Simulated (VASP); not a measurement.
## NbTe: vibrations by perturbation theory with PBE

NbTe:

```xyz
2
Lattice="3.4257 0.0000 0.0000 0.0000 3.4257 0.0000 0.0000 0.0000 3.4257" Properties=species:S:1:pos:R:3 pbc="T T T"
Nb    1.7128    1.7128    1.7128
Te    0.0000    0.0000    0.0000
```

```
Program                : VASP 6.6.1
Task                   : vibrations by perturbation theory
Functional             : PBE
Potentials or basis    : VASP PAW PBE potentials, release 64 (Nb_sv, Te)
Cutoff                 : 520 eV
k mesh                 : 6 × 6 × 6
Occupations            : fermi-dirac, width 0.05 eV
Spin                   : no spin polarisation
Dipole correction      : no
Further INCAR settings : ALGO = Normal; EDIFF = 1e-08; NBANDS = 16; IBRION = 8; NSW = 1
```

The highest phonon frequency at Γ, LO-TO splitting left out is 134 cm⁻¹.

Phonon frequencies in cm⁻¹ (negative: imaginary):
| q point | frequencies |
| --- | --- |
| (0.000, 0.000, 0.000) | 0 0 0 134 134 134 |

It took 2.2 min on 1 thread of Intel(R) Xeon(R) Platinum 8488C (Sapphire Rapids) (shared host), peak memory 0.22 GiB.
